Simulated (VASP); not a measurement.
# SiC in VASP: further runs

The runs below take SiC through single point, with r2SCAN.

Everything below comes from runs of VASP 6.6.1. Logs are shortened: lines on timing, memory, paths and dates and some standing lists are left out, and cuts for length are marked.

### Step 1. The cell of the first run

The structure is cubic, space group F-43m (No. 216). Conventional cell: a = 4.356 Å, b = 4.356 Å, c = 4.356 Å, α = 90.00°, β = 90.00°, γ = 90.00°. Within 2.5 Å of Si (site symmetry -43m) lie 4 C at 1.89 Å. Within 2.5 Å of C (site symmetry -43m) lie 4 Si at 1.89 Å.

### Step 2. Single point, r2SCAN

POSCAR reads:

```
SiC
1.0
    2.1781700297      2.1781700297      0.0000000000
   -2.1781700297      2.1781700297      0.0000000000
    0.0000000000      2.1781700297      2.1781700297
Si C
1 1
Direct
    0.0000000000      0.0000000000      0.0000000000
    0.7500000000      0.2500000000      0.5000000000
```

INCAR.step1 reads:

```
SYSTEM = SiC
PREC     = Accurate       ! precision mode
ENCUT    = 520            ! plane-wave cutoff, eV
ISMEAR   = -1             ! smearing method
SIGMA    = 0.1            ! smearing width, eV
LREAL    = .FALSE.        ! projectors in reciprocal space
LASPH    = .TRUE.         ! aspherical terms in the spheres
NELM     = 60             ! most SCF steps
NBANDS   = 11             ! bands
GGA      = PE             ! functional
ALGO     = Normal         ! electronic algorithm
EDIFF    = 1E-4           ! SCF threshold, eV
LWAVE    = .TRUE.         ! write WAVECAR
LCHARG   = .FALSE.        ! write CHGCAR
```

INCAR.step2 reads:

```
SYSTEM = SiC
PREC     = Accurate       ! precision mode
ENCUT    = 520            ! plane-wave cutoff, eV
EDIFF    = 1E-6           ! SCF threshold, eV
ISMEAR   = -1             ! smearing method
SIGMA    = 0.1            ! smearing width, eV
LREAL    = .FALSE.        ! projectors in reciprocal space
LASPH    = .TRUE.         ! aspherical terms in the spheres
NELM     = 60             ! most SCF steps
ALGO     = Normal         ! electronic algorithm
ISIF     = 2              ! what is computed and relaxed
LWAVE    = .FALSE.        ! write WAVECAR
LCHARG   = .FALSE.        ! write CHGCAR
METAGGA  = R2SCAN         ! meta-GGA
LMIXTAU  = .TRUE.       
NBANDS   = 11             ! bands
ISTART   = 1
```

KPOINTS reads:

```
Automatic mesh
0
G
  14 14 14
  0 0 0
```

Potentials or basis: VASP PAW PBE potentials, release 64 (Si, C).

The run is started by

```console
$ cat potpaw_PBE.64/Si/POTCAR potpaw_PBE.64/C/POTCAR > POTCAR
$ cp INCAR.step1 INCAR
$ mpirun -np 1 vasp_std > vasp.out
$ cp INCAR.step2 INCAR
$ mpirun -np 1 vasp_std > vasp.out
```

OUTCAR:

```text
SYSTEM = SiC
   PREC = Accurate
   ENCUT = 520
   EDIFF = 1E-6
   ISMEAR = -1
   LREAL = .FALSE.
   LASPH = .TRUE.
   NELM = 60
   ISIF = 2
   METAGGA = R2SCAN
   ISTART = 1

 ion  position               nearest neighbor table
   1  0.000  0.000  0.000-   2 1.89   2 1.89   2 1.89   2 1.89
   2  0.750  0.250  0.500-   1 1.89   1 1.89   1 1.89   1 1.89

  LATTYP: Found a face centered cubic cell.
 ALAT       =     4.3563400594

  Lattice vectors:

 A1 = (   0.0000000000,   2.1781700297,   2.1781700297)
 A2 = (   2.1781700297,   0.0000000000,   2.1781700297)
 A3 = (   2.1781700297,   2.1781700297,   0.0000000000)

Analysis of symmetry for initial positions (statically):
=====================================================================
 Subroutine PRICEL returns:
 Original cell was already a primitive cell.

 Routine SETGRP: Setting up the symmetry group for a
 face centered cubic supercell.

 Subroutine GETGRP returns: Found 24 space group operations
 (whereof 24 operations were pure point group operations)
 out of a pool of 48 trial point group operations.

The static configuration has the point symmetry T_d .

Analysis of symmetry for dynamics (positions and initial velocities):
=====================================================================
 Subroutine PRICEL returns:
 Original cell was already a primitive cell.

 Routine SETGRP: Setting up the symmetry group for a
 face centered cubic supercell.

 Subroutine GETGRP returns: Found 24 space group operations
 (whereof 24 operations were pure point group operations)
 out of a pool of 48 trial point group operations.

The dynamic configuration has the point symmetry T_d .

 Subroutine INISYM returns: Found 24 space group operations
 (whereof 24 operations are pure point group operations),
 and found     1 'primitive' translations

----------------------------------------------------------------------------------------

                                     Primitive cell

  volume of cell :      20.6683

  direct lattice vectors                    reciprocal lattice vectors
     2.178170030  2.178170030  0.000000000     0.229550491  0.229550491 -0.229550491
    -2.178170030  2.178170030  0.000000000    -0.229550491  0.229550491 -0.229550491
     0.000000000  2.178170030  2.178170030     0.000000000  0.000000000  0.459100982

  length of vectors
     3.080397597  3.080397597  3.080397597     0.397593113  0.397593113  0.459100982

  position of ions in fractional coordinates (direct lattice)
     0.000000000  0.000000000  0.000000000
     0.750000000  0.250000000  0.500000000

  ion indices of the primitive-cell ions
   primitive index   ion index
                 1           1
                 2           2

----------------------------------------------------------------------------------------

 KPOINTS: Automatic mesh

Automatic generation of k-mesh.
 Grid dimensions read from file:
 generate k-points for:   14   14   14

 Generating k-lattice:

  Cartesian coordinates                     Fractional coordinates (reciprocal lattice)
     0.016396464  0.016396464 -0.016396464     0.071428571  0.000000000  0.000000000
    -0.016396464  0.016396464 -0.016396464     0.000000000  0.071428571  0.000000000
     0.000000000  0.000000000  0.032792927     0.000000000  0.000000000  0.071428571

  Length of vectors
     0.028399508  0.028399508  0.032792927

  Shift w.r.t. Gamma in fractional coordinates (k-lattice)
     0.000000000  0.000000000  0.000000000

 Subroutine IBZKPT returns following result:
 ===========================================

 Found    104 irreducible k-points:

 Following reciprocal coordinates:
            Coordinates               Weight
  0.000000  0.000000  0.000000      1.000000
  0.071429  0.000000  0.000000      8.000000
  0.142857  0.000000  0.000000      8.000000
  0.214286  0.000000  0.000000      8.000000
  0.285714  0.000000  0.000000      8.000000
  0.357143  0.000000  0.000000      8.000000
[... 16 lines left out ...]
  0.214286  0.142857  0.000000     24.000000
[... 46 lines left out ...]
      1      -8.1937      2.00000
      2       7.9949      1.99987
      3       7.9949      1.99987
      4       7.9949      1.99987
      5      14.8433      0.00000
      6      15.8524      0.00000
      7      15.8524      0.00000
      8      15.8524      0.00000
      9      23.2106      0.00000
     10      23.2106      0.00000
     11      25.7777      0.00000

 k-point     2 :       0.0714    0.0000    0.0000
  band No.  band energies     occupation
      1      -8.0901      2.00000
      2       7.4267      2.00000
      3       7.9210      1.99994
      4       7.9210      1.99994
      5      15.0513      0.00000
      6      15.9765      0.00000
      7      15.9932      0.00000
      8      15.9932      0.00000
      9      22.6271      0.00000
     10      22.6271      0.00000
     11      25.6342      0.00000

 k-point     3 :       0.1429    0.0000    0.0000
  band No.  band energies     occupation
      1      -7.7820      2.00000
      2       6.0663      2.00000
      3       7.7288      1.99999
      4       7.7288      1.99999
      5      15.0125      0.00000
      6      16.3077      0.00000
      7      16.3077      0.00000
      8      16.7298      0.00000
      9      21.8353      0.00000
     10      21.8353      0.00000
     11      24.9648      0.00000

 k-point     4 :       0.2143    0.0000    0.0000
  band No.  band energies     occupation
      1      -7.2775      2.00000
      2       4.3907      2.00000
      3       7.4827      2.00000
      4       7.4827      2.00000
      5      14.7200      0.00000
      6      16.5074      0.00000
      7      16.5074      0.00000
      8      17.7397      0.00000
      9      21.6375      0.00000
     10      21.6375      0.00000
     11      24.3498      0.00000
[... 239 lines left out ...]
 k-point    22 :       0.1429    0.1429    0.0000
  band No.  band energies     occupation
      1      -7.1094      2.00000
      2       4.6273      2.00000
      3       6.0443      2.00000
      4       7.7453      1.99999
      5      15.7768      0.00000
      6      15.9842      0.00000
      7      16.4754      0.00000
      8      17.5957      0.00000
      9      20.1345      0.00000
     10      22.9015      0.00000
     11      27.2099      0.00000

 k-point    23 :       0.2143    0.1429    0.0000
  band No.  band energies     occupation
      1      -6.4923      2.00000
      2       3.2993      2.00000
      3       5.4512      2.00000
      4       7.4867      2.00000
      5      15.3868      0.00000
      6      16.2964      0.00000
      7      16.6822      0.00000
      8      17.9336      0.00000
      9      20.2580      0.00000
     10      23.8550      0.00000
     11      26.9587      0.00000

 k-point    24 :       0.2857    0.1429    0.0000
  band No.  band energies     occupation
      1      -5.7279      2.00000
      2       1.7902      2.00000
      3       5.1933      2.00000
      4       7.1474      2.00000
      5      14.8533      0.00000
      6      16.1624      0.00000
      7      16.7041      0.00000
      8      18.8282      0.00000
      9      21.2341      0.00000
     10      24.4745      0.00000
     11      27.0665      0.00000

 [... further k-points ...]
[... 5 lines left out ...]
  --------------------------------------------------------------------------------------
  -------------------------------------------------------------------------------------
  Total       -0.0224667     -0.0224667     -0.0224667      0.0000000     -0.0000000      0.0000000
  in kB       -1.7415820     -1.7415820     -1.7415820      0.0000000     -0.0000000      0.0000000
  external PRESSURE =      -1.7415820 kB  Pullay stress =       0.0000000 kB

 VOLUME and BASIS-vectors are now :
 -----------------------------------------------------------------------------
  energy-cutoff  :      520.00
  volume of cell :       20.67
      direct lattice vectors                 reciprocal lattice vectors
     2.178170030  2.178170030  0.000000000     0.229550491  0.229550491 -0.229550491
    -2.178170030  2.178170030  0.000000000    -0.229550491  0.229550491 -0.229550491
     0.000000000  2.178170030  2.178170030     0.000000000  0.000000000  0.459100982

 POSITION                                       TOTAL-FORCE (eV/Angst)
 -----------------------------------------------------------------------------------
      0.00000      0.00000      0.00000        -0.000000     -0.000000      0.000000
      1.08909      3.26726      1.08909         0.000000      0.000000     -0.000000
 -----------------------------------------------------------------------------------
    total drift:                                0.000001      0.000000     -0.000000

  FREE ENERGIE OF THE ION-ELECTRON SYSTEM (eV)
  ---------------------------------------------------
  free  energy   TOTEN  =       -19.3270849339 eV

  energy  without entropy=      -19.3270818352  energy(sigma->0) =      -19.32708338
```

It took 40 s on 1 thread of Intel Xeon 6975P-C, shared host; peak memory 0.15 GiB.

What came out:

- Free energy: -19.3271 eV
- Pressure: -0.2 GPa
- Band gap on the k mesh: 1.72 eV, indirect (least direct gap 5.06 eV)

Caveat: the PAW data sets were made with another functional, which shifts forces and pressure a little. A k mesh can miss the band edges.

### Step 3. Single point, r2SCAN (in-plane strain +0.01, then relaxed in part)

POSCAR reads:

```
SiC
1.0
    2.1999517300      2.1999517300      0.0000000000
   -2.1999517300      2.1999517300      0.0000000000
    0.0000000000      2.1999517300      2.1638967726
Si C
1 1
Direct
    0.0000000000      0.0000000000      0.0000000000
    0.7500000000      0.2500000000      0.5000000000
```

INCAR.step1 reads:

```
SYSTEM = SiC
PREC     = Accurate       ! precision mode
ENCUT    = 520            ! plane-wave cutoff, eV
ISMEAR   = 0              ! smearing method
SIGMA    = 0.01           ! smearing width, eV
LREAL    = .FALSE.        ! projectors in reciprocal space
LASPH    = .TRUE.         ! aspherical terms in the spheres
NELM     = 80             ! most SCF steps
NBANDS   = 11             ! bands
GGA      = PE             ! functional
ALGO     = Normal         ! electronic algorithm
EDIFF    = 1E-4           ! SCF threshold, eV
LWAVE    = .TRUE.         ! write WAVECAR
LCHARG   = .FALSE.        ! write CHGCAR
```

Changes to INCAR.step2 since step 2:

```diff
@@ -4,7 +4,7 @@
 EDIFF    = 1E-6           ! SCF threshold, eV
-ISMEAR   = -1             ! smearing method
-SIGMA    = 0.1            ! smearing width, eV
+ISMEAR   = 0              ! smearing method
+SIGMA    = 0.01           ! smearing width, eV
 LREAL    = .FALSE.        ! projectors in reciprocal space
 LASPH    = .TRUE.         ! aspherical terms in the spheres
-NELM     = 60             ! most SCF steps
+NELM     = 80             ! most SCF steps
 ALGO     = Normal         ! electronic algorithm
```

KPOINTS reads:

```
Automatic mesh
0
G
  10 10 10
  0 0 0
```

Potentials or basis: VASP PAW PBE potentials, release 64 (Si, C).

The run is started by

```console
$ cat potpaw_PBE.64/Si/POTCAR potpaw_PBE.64/C/POTCAR > POTCAR
$ cp INCAR.step1 INCAR
$ mpirun -np 1 vasp_std > vasp.out
$ cp INCAR.step2 INCAR
$ mpirun -np 1 vasp_std > vasp.out
```

Run time: 36 s. Hardware: 1 thread of Intel Xeon 6975P-C, shared host; peak memory 0.15 GiB.

The run converged. Its results:

- Free energy: -19.3209 eV
- Pressure: -3.1 GPa
- Band gap on the k mesh: 1.56 eV, indirect (least direct gap 5.02 eV)

Stress tensor (GPa, compression positive):
```
-4.62  0.00  0.00
 0.00 -4.62  0.00
 0.00  0.00 -0.15
```

Levels at points of the mesh, in eV from the valence-band top:
| k point | band 1 | band 2 | band 3 | band 4 | band 5 | band 6 | band 7 | band 8 | band 9 |
| --- | --- | --- | --- | --- | --- | --- | --- | --- | --- |
| (0.00, 0.00, 0.00) | -16.16 | -0.11 | -0.11 | 0.00 | 6.60 | 7.65 | 7.70 | 7.70 | 14.80 |
| (0.50, 0.00, 0.00) | -12.58 | -8.83 | -1.28 | -1.08 | 5.77 | 7.50 | 7.77 | 10.81 | 17.14 |
| (0.50, 0.50, 0.00) | -11.17 | -8.16 | -3.34 | -3.31 | 1.71 | 4.80 | 14.65 | 15.19 | 15.64 |
| (0.00, 0.00, 0.50) | -11.04 | -7.95 | -3.51 | -3.51 | 1.56 | 4.50 | 14.85 | 14.85 | 15.92 |

Caveat: the cell differs from its parent crystal (in-plane strain +0.01, then relaxed in part); the PAW data sets were made with another functional, which shifts forces and pressure a little. A k mesh can miss the band edges.

### Step 4. Single point, r2SCAN (in-plane strain +0.01)

Changes to POSCAR since step 3:

```diff
@@ -4,3 +4,3 @@
    -2.1999517300      2.1999517300      0.0000000000
-    0.0000000000      2.1999517300      2.1638967726
+    0.0000000000      2.1999517300      2.1651010095
 Si C
```

INCAR.step1 reads:

```
PREC = Accurate
ENCUT = 520
ISMEAR = 0
SIGMA = 0.01
LREAL = F
LASPH = T
NELM = 60
NBANDS = 11
GGA = PE
ALGO = Normal
EDIFF = 1E-4
LWAVE = T
LCHARG = F
```

INCAR.step2 reads:

```
PREC = Accurate
ENCUT = 520
EDIFF = 1E-6
ISMEAR = 0
SIGMA = 0.01
LREAL = F
LASPH = T
NELM = 60
ALGO = Normal
ISIF = 2
LWAVE = F
LCHARG = F
METAGGA = R2SCAN
LMIXTAU = T
NBANDS = 11
ISTART = 1
```

KPOINTS reads:

```
Automatic mesh
0
Gamma
  10 10 10
```

The run is started by

```console
$ cat potpaw_PBE.64/Si/POTCAR potpaw_PBE.64/C/POTCAR > POTCAR
$ cp INCAR.step1 INCAR
$ mpirun -np 1 vasp_std > vasp.out
$ cp INCAR.step2 INCAR
$ mpirun -np 1 vasp_std > vasp.out
```

It took 40 s on 1 thread of Intel Xeon 6975P-C, shared host; peak memory 0.15 GiB.

The run converged. Its results:

- Free energy: -19.3209 eV
- Pressure: -3.2 GPa
- Band gap on the k mesh: 1.56 eV, indirect (least direct gap 5.02 eV)

Stress tensor (GPa, compression positive):
```
-4.69  0.00  0.00
 0.00 -4.69  0.00
 0.00  0.00 -0.36
```

Levels at points of the mesh, in eV from the valence-band top:
```tsv
k point	band 1	band 2	band 3	band 4	band 5	band 6	band 7	band 8
(0.00, 0.00, 0.00)	-16.15	-0.11	-0.11	0.00	6.60	7.65	7.70	7.70
(0.50, 0.00, 0.00)	-12.57	-8.82	-1.28	-1.08	5.77	7.50	7.77	10.81
(0.50, 0.50, 0.00)	-11.17	-8.15	-3.33	-3.31	1.71	4.79	14.66	15.17
(0.00, 0.00, 0.50)	-11.04	-7.95	-3.50	-3.50	1.56	4.51	14.85	14.85
```

Caveat: the cell differs from its parent crystal (in-plane strain +0.01); the PAW data sets were made with another functional, which shifts forces and pressure a little. A k mesh can miss the band edges.

### Step 5. Single point, r2SCAN (in-plane strain +0.02, then relaxed in part)

POSCAR reads:

```
SiC
1.0
    2.2217334303      2.2217334303      0.0000000000
   -2.2217334303      2.2217334303      0.0000000000
    0.0000000000      2.2217334303      2.1492837402
Si C
1 1
Direct
    0.0000000000      0.0000000000      0.0000000000
    0.7500000000      0.2500000000      0.5000000000
```

INCAR.step1 reads:

```
SYSTEM = SiC
  PREC = Accurate
  ENCUT = 520
  ISMEAR = 0
  SIGMA = 0.01
  LREAL = .FALSE.
  LASPH = .TRUE.
  NELM = 100
  NBANDS = 11
  GGA = PE
  ALGO = Normal
  EDIFF = 1E-4
  LWAVE = .TRUE.
  LCHARG = .FALSE.
```

INCAR.step2 reads:

```
SYSTEM = SiC
  PREC = Accurate
  ENCUT = 520
  EDIFF = 1E-6
  ISMEAR = 0
  SIGMA = 0.01
  LREAL = .FALSE.
  LASPH = .TRUE.
  NELM = 100
  ALGO = Normal
  ISIF = 2
  LWAVE = .FALSE.
  LCHARG = .TRUE.
  METAGGA = R2SCAN
  LMIXTAU = .TRUE.
  LELF = .TRUE.
  LVHAR = .TRUE.
  NBANDS = 11
  ISTART = 1
```

KPOINTS reads:

```
Automatic mesh
0
G
  10 10 10
  0 0 0
```

The run is started by

```console
$ cat potpaw_PBE.64/Si/POTCAR potpaw_PBE.64/C/POTCAR > POTCAR
$ cp INCAR.step1 INCAR
$ mpirun -np 1 vasp_std > vasp.out
$ cp INCAR.step2 INCAR
$ mpirun -np 1 vasp_std > vasp.out
```

Wall time 42 s (1 thread of Intel Xeon 6975P-C, shared host); peak memory 0.15 GiB.

It converged, with:

```yaml
Free_energy: -19.3037 eV
Pressure: -5.9 GPa
Band_gap_on_the_k_mesh: 1.39 eV, indirect (least direct gap 4.98 eV)
```

Stress tensor (GPa, compression positive):
```
-8.78  0.00  0.00
 0.00 -8.78  0.00
 0.00  0.00 -0.13
```

Levels at points of the mesh, in eV from the valence-band top:
| k point | band 1 | band 2 | band 3 | band 4 | band 5 | band 6 | band 7 | band 8 | band 9 |
| --- | --- | --- | --- | --- | --- | --- | --- | --- | --- |
| (0.00, 0.00, 0.00) | -16.13 | -0.22 | -0.22 | 0.00 | 6.36 | 7.45 | 7.55 | 7.55 | 14.39 |
| (0.50, 0.00, 0.00) | -12.60 | -8.83 | -1.45 | -1.05 | 5.51 | 7.25 | 7.84 | 10.67 | 16.79 |
| (0.50, 0.50, 0.00) | -11.24 | -8.26 | -3.33 | -3.28 | 1.70 | 4.77 | 14.18 | 15.22 | 15.27 |
| (0.00, 0.00, 0.50) | -10.99 | -7.84 | -3.67 | -3.67 | 1.39 | 4.18 | 14.57 | 14.57 | 15.83 |

Caveat: the cell differs from its parent crystal (in-plane strain +0.02, then relaxed in part); the PAW data sets were made with another functional, which shifts forces and pressure a little. A k mesh can miss the band edges.

### Step 6. Overview

| cell | k mesh | smearing | gap on the mesh (eV) | pressure (GPa) |
| --- | --- | --- | --- | --- |
| a = 3.080 Å, angles 60.0, 60.0, 90.0°, 2 atoms | 14 × 14 × 14 | fermi-dirac 0.1 eV | 1.72 | -0.2 |
| a = 3.111, b = 3.111, c = 3.086 Å, angles 59.7, 59.7, 90.0°, 2 atoms | 10 × 10 × 10 | gaussian 0.01 eV | 1.56 | -3.1 |
| a = 3.111, b = 3.111, c = 3.087 Å, angles 59.7, 59.7, 90.0°, 2 atoms | 10 × 10 × 10 | gaussian 0.01 eV | 1.56 | -3.2 |
| a = 3.142, b = 3.142, c = 3.091 Å, angles 59.5, 59.5, 90.0°, 2 atoms | 10 × 10 × 10 | gaussian 0.01 eV | 1.39 | -5.9 |

Alike in all rows: task single point; level r2SCAN; potentials or basis VASP PAW PBE potentials, release 64 (Si, C); no spin polarisation; cutoff (eV) 520.

Caveats: the PAW data sets were made with another functional, which shifts forces and pressure a little.

Total energies depend on the potentials used, so only differences within one code and one set of settings carry meaning.
